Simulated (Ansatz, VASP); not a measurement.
## B3O: VASP beside Ansatz

The input INCAR:

```
ALGO     = Normal         # electronic algorithm
EDIFF    = 1E-7           # SCF threshold, eV
ENCUT    = 520            # plane-wave cutoff, eV
GGA      = PE             # functional
ISIF     = 2              # what is computed and relaxed
ISMEAR   = 0              # smearing method
ISPIN    = 2              # spin polarisation
LASPH    = True           # aspherical terms in the spheres
LCHARG   = False          # write CHGCAR
LORBIT   = 11             # projections on sites
LREAL    = False          # projectors in reciprocal space
LWAVE    = False          # write WAVECAR
MAGMOM   = 0 0 0 0 0 0 1 1 # initial moments
NBANDS   = 29             # bands
NELM     = 150            # most SCF steps
PREC     = Accurate       # precision mode
SIGMA    = 0.1            # smearing width, eV
```

Contents of KPOINTS:

```
k-points
0
Gamma
  6 6 6
```

File POSCAR:

```
B3O
1.0
    4.1694827182      0.0000000000      0.0000000000
   -2.0847413592      3.6108779546      0.0000000000
    0.0000000000      0.0000000000      3.7666994433
B O
6 2
Direct
    0.3115000000      0.3115000000      0.2500000000
    0.0000000000      0.3115000000      0.7500000000
    0.6885000000      0.0000000000      0.2500000000
    0.6885000000      0.6885000000      0.7500000000
    0.0000000000      0.6885000000      0.2500000000
    0.3115000000      0.0000000000      0.7500000000
    0.0000000000      0.0000000000      0.0000000000
    0.0000000000      0.0000000000      0.5000000000
```

Input for Ansatz:

```yaml
crystal:
  lattice:
    - [4.1694827182, 0.0, 0.0]
    - [-2.0847413592, 3.6108779546, 0.0]
    - [0.0, 0.0, 3.7666994433]
  atoms:
    - { symbol: B, position: [0.3115, 0.3115, 0.25] }
    - { symbol: B, position: [0.0, 0.3115, 0.75] }
    - { symbol: B, position: [0.6885, 0.0, 0.25] }
    - { symbol: B, position: [0.6885, 0.6885, 0.75] }
    - { symbol: B, position: [0.0, 0.6885, 0.25] }
    - { symbol: B, position: [0.3115, 0.0, 0.75] }
    - { symbol: O, position: [0.0, 0.0, 0.0], spin: 1.0 }
    - { symbol: O, position: [0.0, 0.0, 0.5], spin: 1.0 }
basis:
  ecutwfc: 420
kpoints:
  mp_grid: { grid: [6, 6, 6] }
hamiltonian:
  xc: pbe
scf:
  occupations: { method: gaussian, width: 0.1 }
  lower_state_search: "off"
output:
  forces: true
  stress: true
  eigenvalues: true
  populations: true
magnetization:
  spin_polarized: true
```

Alike in both runs: task single point; functional PBE; k mesh 6 × 6 × 6; occupations gaussian, width 0.1 eV; collinear spin.

|  | VASP | Ansatz |
| --- | --- | --- |
| version | VASP 6.6.1 | Ansatz 0.2.0 |
| potentials or method | VASP PAW PBE potentials, release 64 (B, O), cutoff 520 eV | scalar-relativistic, plane waves, PAW |
| valence electrons in the cell | 30 | 30 |

```tsv
	VASP	Ansatz	Ansatz less VASP
gap on the k mesh at the Fermi level (eV)	none	none	-
rms of the force components (eV/Å)	3.318	3.302	-0.0164
net moment per atom (μB)	0.00	0.00	0.000
```

Atom by atom the forces differ by 0.016 eV/Å (rms over components). A gap of «none» marks a metal or a gap that the smearing closes. Ansatz's warnings: seeded moment not kept.
